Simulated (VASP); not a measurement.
# P (Cmce) in VASP: further runs, part 2 of 2

VASP 6.6.1.

## Step 3: Relaxation of cell and atoms, PBEsol

Contents of INCAR:

```
SYSTEM = P
PREC = Accurate ; ENCUT = 600
EDIFF = 1E-6 ; ISMEAR = -1
SIGMA = 0.05 ; LREAL = .FALSE.
LASPH = .TRUE. ; NELM = 100
ALGO = Normal ; ISIF = 3
LWAVE = .FALSE. ; LCHARG = .FALSE.
GGA = PS ; IBRION = 2
NSW = 60 ; EDIFFG = -0.01
```

Contents of KPOINTS:

```
Automatic mesh
0
G
  8 8 6
  0 0 0
```

Contents of POSCAR:

```
P
1.0
    1.6477431241     -5.4650377251      0.0000000000
    1.6477431241      5.4650377251      0.0000000000
    0.0000000000      0.0000000000      4.5436355900
P
4
Direct
    0.9041431300      0.0958568700      0.5888151700
    0.0958568700      0.9041431300      0.4111848300
    0.5958568700      0.4041431300      0.0888151700
    0.4041431300      0.5958568700      0.9111848300
```

Potentials or basis: VASP PAW PBE potentials, release 64 (P).

Launch:

```bash
$ cat potpaw_PBE.64/P/POTCAR > POTCAR
$ mpirun -np 1 vasp_std > vasp.out
```

It took 12 min on 1 thread of Intel Xeon 6975P-C (Granite Rapids), shared host; peak memory 0.35 GiB.

Results (log left out):

```yaml
Free_energy: -23.0494 eV
Relaxed_volume: 17.94 Å³/atom
Relaxed_cell: a = 5.395 Å, b = 5.395 Å, c = 4.218 Å, α = 90.00°, β = 90.00°, γ = 144.23°
Space_group_after_relaxing_to_0.1_Å: Cmce (No. 64)
Energy_gained_by_relaxing: 19.3 meV/atom
Ionic_steps: 28
Pressure_after_relaxing: 0.0 GPa
Largest_force_after_relaxing: 0.004 eV/Å
Band_gap_on_the_k_mesh: zero (bands 10 and 11 overlap by 0.26 eV)
```

Forces in eV/Å, atoms in the order of the input:
```
P    0.000 -0.002 -0.004
P    0.000  0.002  0.004
P    0.000  0.002 -0.004
P    0.000 -0.002  0.004
```

Stress tensor (GPa, compression positive):
```
-0.07  0.00  0.00
 0.00  0.06  0.00
 0.00  0.00 -0.02
```

The path:
| step | energy change (eV) | largest force (eV/Å) | pressure (GPa) | volume (Å³) |
| --- | --- | --- | --- | --- |
| 1 | 0.0000 | 0.2759 | -0.69 | 81.83 |
| 2 | -0.0144 | 0.1553 | -0.45 | 80.79 |
| 3 | -0.0176 | 0.1765 | -0.26 | 80.00 |
| 4 | -0.0284 | 0.0887 | -0.13 | 79.04 |
| 5 | -0.0379 | 0.1044 | 0.13 | 77.34 |
| 6 | -0.0475 | 0.0593 | -0.09 | 76.82 |
| 7 | -0.0641 | 0.0720 | -0.62 | 75.22 |
| 8 | -0.0662 | 0.1203 | -0.81 | 74.50 |
| 9 | -0.0706 | 0.0984 | -0.15 | 73.17 |
| 10 | -0.0713 | 0.1158 | 0.21 | 72.48 |
| 11 | -0.0738 | 0.0449 | 0.05 | 72.01 |
| 12 | -0.0744 | 0.0274 | -0.06 | 71.66 |
| 13 | -0.0754 | 0.0477 | -0.05 | 71.40 |
| 14 | -0.0754 | 0.0587 | -0.04 | 71.36 |
| 15 | -0.0760 | 0.0341 | 0.12 | 71.22 |
| 16 | -0.0762 | 0.0212 | 0.32 | 71.06 |
| 17 | -0.0766 | 0.0029 | 0.15 | 71.16 |
| 18 | -0.0767 | 0.0200 | 0.02 | 71.24 |
| 19 | -0.0767 | 0.0158 | 0.02 | 71.27 |
| 20 | -0.0768 | 0.0261 | 0.02 | 71.33 |
| 21 | -0.0769 | 0.0227 | 0.03 | 71.36 |
| 22 | -0.0770 | 0.0116 | 0.08 | 71.43 |
| 23 | -0.0770 | 0.0105 | 0.18 | 71.58 |
| 24 | -0.0770 | 0.0024 | 0.12 | 71.50 |
| 25 | -0.0771 | 0.0104 | 0.03 | 71.61 |
| 26 | -0.0771 | 0.0151 | -0.02 | 71.67 |
| 27 | -0.0771 | 0.0102 | -0.01 | 71.71 |
| 28 | -0.0771 | 0.0040 | -0.01 | 71.78 |

Final structure:
```xyz
4
Lattice="1.6572 -5.1347 0.0000 1.6572 5.1347 0.0000 0.0000 0.0000 4.2177" Properties=species:S:1:pos:R:3 pbc="T T T"
P     1.6572   -4.0542    2.4202
P     1.6572    4.0542    1.7975
P     1.6572   -1.0805    0.3114
P     1.6572    1.0805    3.9063
```

Levels at points of the mesh, in eV from the Fermi level:
```csv
k point,band 6,band 7,band 8,band 9,band 10,band 11,band 12,band 13,band 14
"(0.00, 0.00, 0.00)",-4.33,-4.04,-2.91,-2.59,-1.39,0.90,1.17,1.88,3.35
"(0.50, 0.00, 0.00)",-5.09,-3.26,-3.26,-2.68,-2.68,0.77,0.77,1.00,1.00
"(0.50, 0.50, 0.00)",-5.31,-4.29,-2.14,-1.80,-0.36,0.48,0.58,2.42,3.08
"(0.00, 0.00, 0.50)",-5.11,-3.07,-3.07,-0.96,-0.96,1.47,1.47,2.31,2.31
"(0.50, 0.00, 0.50)",-5.86,-5.75,-5.75,-2.08,-2.08,1.56,1.56,4.52,4.52
"(0.50, 0.50, 0.50)",-3.14,-2.47,-2.47,-1.33,-1.33,1.31,1.31,2.65,2.65
```

Caveat: the PAW data sets were made with another functional, which shifts forces and pressure a little.

## Step 4: Relaxation of cell and atoms, PBEsol+D3(BJ)

Contents of INCAR:

```
SYSTEM = P
  ALGO = Normal
  EDIFF = 1E-6
  EDIFFG = -0.01
  ENCUT = 600
  GGA = PS
  IBRION = 2
  ISIF = 3
  ISMEAR = -1
  IVDW = 12
  LASPH = .TRUE.
  LCHARG = .FALSE.
  LREAL = .FALSE.
  LWAVE = .FALSE.
  NELM = 100
  NSW = 60
  PREC = Accurate
  SIGMA = 0.05
```

Contents of KPOINTS:

```
k-points
0
G
  8 8 6
  0 0 0
```

POSCAR is that of step 3.

Launch:

```bash
$ cat potpaw_PBE.64/P/POTCAR > POTCAR
$ mpirun -np 1 vasp_std > vasp.out
```

Wall time 9.6 min (1 thread of Intel Xeon 6975P-C (Granite Rapids), shared host); peak memory 0.33 GiB.

The run converged. Its results:

* Free energy: -24.3969 eV
* Relaxed volume: 15.87 Å³/atom
* Relaxed cell: a = 5.240 Å, b = 5.240 Å, c = 3.829 Å, α = 90.00°, β = 90.00°, γ = 142.86°
* Space group after relaxing (to 0.1 Å): Cmce (No. 64)
* Energy gained by relaxing: 82.6 meV/atom
* Ionic steps: 21
* Pressure after relaxing: -0.1 GPa
* Band gap on the k mesh: zero (bands 10 and 11 overlap by 0.70 eV)
* Dispersion energy per atom: -0.356 eV

Forces on the atoms (eV/Å):
```
P    0.000  0.002  0.002
P    0.000 -0.002 -0.002
P    0.000 -0.002  0.002
P    0.000  0.002 -0.002
```

The path:
```csv
step,energy change (eV),largest force (eV/Å),pressure (GPa),volume (Å³)
1,0.0000,0.2747,-2.89,81.83
2,-0.0533,0.5408,0.47,77.54
3,-0.0539,0.5796,0.92,77.04
4,-0.0999,0.4380,0.50,75.57
5,-0.1756,0.4306,-0.68,71.27
6,-0.2265,0.2747,-0.64,69.79
7,-0.3063,0.2240,-0.04,65.64
8,-0.3088,0.3455,0.32,64.57
9,-0.3193,0.1141,-0.09,63.79
10,-0.3193,0.1236,-0.07,63.83
11,-0.3226,0.0797,0.07,63.77
12,-0.3270,0.0676,0.45,63.61
13,-0.3292,0.0111,-0.14,63.86
14,-0.3294,0.0249,-0.31,63.94
15,-0.3298,0.0282,-0.16,63.82
16,-0.3299,0.0342,-0.08,63.76
17,-0.3302,0.0252,0.01,63.66
18,-0.3302,0.0278,0.02,63.65
19,-0.3303,0.0176,-0.06,63.63
20,-0.3303,0.0159,-0.15,63.60
21,-0.3304,0.0027,-0.05,63.49
```

Final structure:
```
CELL_PARAMETERS angstrom
1.66899 -4.96747 0.00000
1.66899 4.96747 0.00000
0.00000 0.00000 3.82918
ATOMIC_POSITIONS crystal
P 0.88926 0.11074 0.55653
P 0.11074 0.88926 0.44347
P 0.61074 0.38926 0.05653
P 0.38926 0.61074 0.94347
```

Levels at points of the mesh, in eV from the Fermi level:
```tsv
k point	band 6	band 7	band 8	band 9	band 10	band 11	band 12	band 13	band 14
(0.00, 0.00, 0.00)	-4.43	-3.57	-3.06	-2.86	-1.23	1.26	1.69	1.81	4.18
(0.50, 0.00, 0.00)	-4.74	-2.94	-2.94	-2.56	-2.56	0.34	0.34	1.31	1.31
(0.50, 0.50, 0.00)	-4.87	-4.63	-2.46	-2.22	-1.14	0.05	0.95	2.65	3.76
(0.00, 0.00, 0.50)	-5.75	-3.06	-3.06	-0.46	-0.46	1.33	1.33	1.38	1.38
(0.50, 0.00, 0.50)	-6.71	-6.20	-6.20	-2.44	-2.44	1.31	1.31	6.13	6.13
(0.50, 0.50, 0.50)	-3.21	-2.39	-2.39	-0.91	-0.91	0.95	0.95	2.12	2.12
```

Caveat: the volume moved by over 15 % at a fixed basis, so the end points are rough; the PAW data sets were made with another functional, which shifts forces and pressure a little.

## Step 5: Relaxation of cell and atoms, PBEsol+D4

Contents of INCAR:

```
  PREC = Accurate
  ENCUT = 600
  EDIFF = 1E-7
  ISMEAR = -1
  SIGMA = 0.05
  LREAL = False
  LASPH = True
  NELM = 100
  ALGO = Normal
  ISIF = 3
  LWAVE = False
  LCHARG = False
  GGA = PS
  IVDW = 13
  IBRION = 2
  NSW = 60
  EDIFFG = -0.01
```

Contents of KPOINTS:

```
regular mesh
0
Gamma
  8 8 6
```

POSCAR is that of step 4.

Launch:

```bash
$ cat potpaw_PBE.64/P/POTCAR > POTCAR
$ mpirun -np 1 vasp_std > vasp.out
```

Run time: 14 min. Hardware: 1 thread of Intel Xeon 6975P-C (Granite Rapids), shared host; peak memory 0.34 GiB.

Results (log left out):

```yaml
Free_energy: -24.0261 eV
Relaxed_volume: 16.29 Å³/atom
Relaxed_cell: a = 5.284 Å, b = 5.284 Å, c = 3.894 Å, α = 90.00°, β = 90.00°, γ = 143.18°
Space_group_after_relaxing_to_0.1_Å: Cmce (No. 64)
Energy_gained_by_relaxing: 58.4 meV/atom
Ionic_steps: 24
Pressure_after_relaxing: 0.0 GPa
Band_gap_on_the_k_mesh: zero (bands 10 and 11 overlap by 0.50 eV)
Dispersion_energy_per_atom: -0.255 eV
```

Forces in eV/Å, atoms in the order of the input:
```
P    0.000  0.002  0.001
P    0.000 -0.002 -0.001
P    0.000 -0.002  0.001
P    0.000  0.002 -0.001
```

Step by step:
```csv
step,energy change (eV),largest force (eV/Å),pressure (GPa),volume (Å³)
1,0.0000,0.2758,-2.23,81.83
2,-0.0386,0.4201,0.17,78.50
3,-0.0404,0.4757,0.90,77.62
4,-0.0702,0.3496,0.44,76.59
5,-0.1173,0.3347,-0.95,73.55
6,-0.1507,0.2320,-0.78,72.24
7,-0.2103,0.1094,0.00,68.50
8,-0.1411,0.6960,4.10,61.07
9,-0.2179,0.3182,0.90,66.58
10,-0.2287,0.0736,-0.31,65.84
11,-0.2290,0.0973,-0.16,65.94
12,-0.2303,0.0465,0.00,65.83
13,-0.2308,0.0233,0.18,65.71
14,-0.2316,0.0108,-0.02,65.78
15,-0.2317,0.0283,-0.13,65.82
16,-0.2323,0.0167,-0.01,65.74
17,-0.2326,0.0465,0.15,65.64
18,-0.2329,0.0265,-0.11,65.70
19,-0.2329,0.0266,-0.11,65.70
20,-0.2331,0.0198,-0.10,65.62
21,-0.2334,0.0033,-0.07,65.36
22,-0.2334,0.0116,-0.06,65.24
23,-0.2334,0.0186,0.18,65.06
24,-0.2334,0.0028,0.04,65.16
```

Final structure:
```cif
data_structure
_symmetry_space_group_name_H-M 'P 1'
_symmetry_Int_Tables_number 1
_cell_length_a 5.2839
_cell_length_b 5.2839
_cell_length_c 3.8943
_cell_angle_alpha 90.000
_cell_angle_beta 90.000
_cell_angle_gamma 143.182
_cell_volume 65.16
loop_
_atom_site_label
_atom_site_type_symbol
_atom_site_fract_x
_atom_site_fract_y
_atom_site_fract_z
_atom_site_occupancy
P1 P 0.89043 0.10957 0.55951 1
P2 P 0.10957 0.89043 0.44049 1
P3 P 0.60957 0.39043 0.05951 1
P4 P 0.39043 0.60957 0.94049 1
```

Levels at points of the mesh, in eV from the Fermi level:
```csv
k point,band 8,band 9,band 10,band 11,band 12,band 13
"(0.00, 0.00, 0.00)",-2.98,-2.92,-1.27,1.19,1.50,1.79
"(0.50, 0.00, 0.00)",-3.05,-2.63,-2.63,0.38,0.38,1.21
"(0.50, 0.50, 0.00)",-2.39,-2.24,-1.05,0.13,0.82,2.57
"(0.00, 0.00, 0.50)",-3.09,-0.56,-0.56,1.38,1.38,1.49
"(0.50, 0.00, 0.50)",-6.12,-2.42,-2.42,1.33,1.33,5.84
"(0.50, 0.50, 0.50)",-2.46,-1.00,-1.00,0.98,0.98,2.22
```

Caveat: the volume moved by over 15 % at a fixed basis, so the end points are rough; the PAW data sets were made with another functional, which shifts forces and pressure a little.

## Step 6: The runs side by side

```tsv
task	level	cell	cutoff (eV)	gap on the mesh (eV)	pressure (GPa)	relaxed volume (Å³/atom)
single point	PBEsol+D3(BJ)	as given	520	0.02	-2.9	-
relaxation of cell and atoms	PBEsol	relaxed	600	none	0.0	17.94
relaxation of cell and atoms	PBEsol+D3(BJ)	relaxed	600	none	-0.1	15.87
relaxation of cell and atoms	PBEsol+D4	relaxed	600	none	0.0	16.29
```

Alike in all rows: potentials or basis VASP PAW PBE potentials, release 64 (P); no spin polarisation; k mesh 8 × 8 × 6; smearing fermi-dirac 0.05 eV.

Caveats: the PAW data sets were made with another functional, which shifts forces and pressure a little; the volume moved by over 15 % at a fixed basis, so the end points are rough (at least some runs); three body term missing (at least some runs).

Absolute energies hang on the potentials; compare differences alone.
